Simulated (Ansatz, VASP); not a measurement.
# BN in VASP and in Ansatz

POSCAR

```
BN
1.0
    0.0000000000      1.9052826696      1.6194902692
    1.9052826696      0.0000000000      1.6194902692
    1.9052826696      1.9052826696      0.0000000000
B N
1 1
Direct
    0.0000000000      0.0000000000      0.0000000000
    0.7500000000      0.7500000000      0.7500000000
```

Contents of INCAR.step1:

```
SYSTEM = BN
PREC = Accurate ; ENCUT = 520
ISMEAR = 0 ; SIGMA = 0.05
LREAL = .False. ; LASPH = .True.
NELM = 80 ; NBANDS = 11
GGA = PE ; ALGO = Normal
EDIFF = 1E-4 ; LWAVE = .True.
LCHARG = .False.
```

INCAR.step2

```
SYSTEM = BN
PREC = Accurate ; ENCUT = 520
EDIFF = 1E-7 ; ISMEAR = 0
SIGMA = 0.05 ; LREAL = .False.
LASPH = .True. ; NELM = 80
ALGO = Normal ; ISIF = 2
LWAVE = .False. ; LCHARG = .True.
METAGGA = R2SCAN ; LMIXTAU = .True.
LELF = .True. ; LVHAR = .True.
NBANDS = 11 ; ISTART = 1
```

File KPOINTS:

```
Automatic mesh
0
Gamma
  12 12 12
  0 0 0
```

Input for Ansatz:

```yaml
crystal:
  lattice:
    - [0.0, 1.9052826696, 1.6194902692]
    - [1.9052826696, 0.0, 1.6194902692]
    - [1.9052826696, 1.9052826696, 0.0]
  atoms:
    - { symbol: B, position: [0.0, 0.0, 0.0] }
    - { symbol: "N", position: [0.75, 0.75, 0.75] }
basis:
  ecutwfc: 500
kpoints:
  mp_grid: { grid: [12, 12, 12] }
hamiltonian:
  xc: r2scan
scf:
  occupations: { method: gaussian, width: 0.05 }
output:
  forces: true
  stress: true
  eigenvalues: true
```

Alike in both runs: task single point; functional r2SCAN; k mesh 12 × 12 × 12; occupations gaussian, width 0.05 eV; no spin polarisation.

|  | VASP | Ansatz |
| --- | --- | --- |
| version | VASP 6.6.1 | Ansatz 0.2.0 |
| potentials or method | VASP PAW PBE potentials, release 64 (B, N), cutoff 520 eV | scalar-relativistic, plane waves, PAW |
| valence electrons in the cell | 8 | 8 |

VASP gave:

```
gap on the k mesh at the Fermi level (eV)                     : 2.56
least direct gap on the mesh (eV)                             : 8.21
pressure (GPa)                                                : 0.5
traceless stress, the component that is largest in VASP (GPa) : 54.83
```

Estimate Ansatz's values.

gap on the k mesh at the Fermi level (eV): 2.58; least direct gap on the mesh (eV): 8.24; pressure (GPa): -0.6; traceless stress, the component that is largest in VASP (GPa): 55.05.

VASP's potentials were made for PBE, not for r2SCAN. The functional is the same, so the differences come from potentials, cutoffs and numerics.
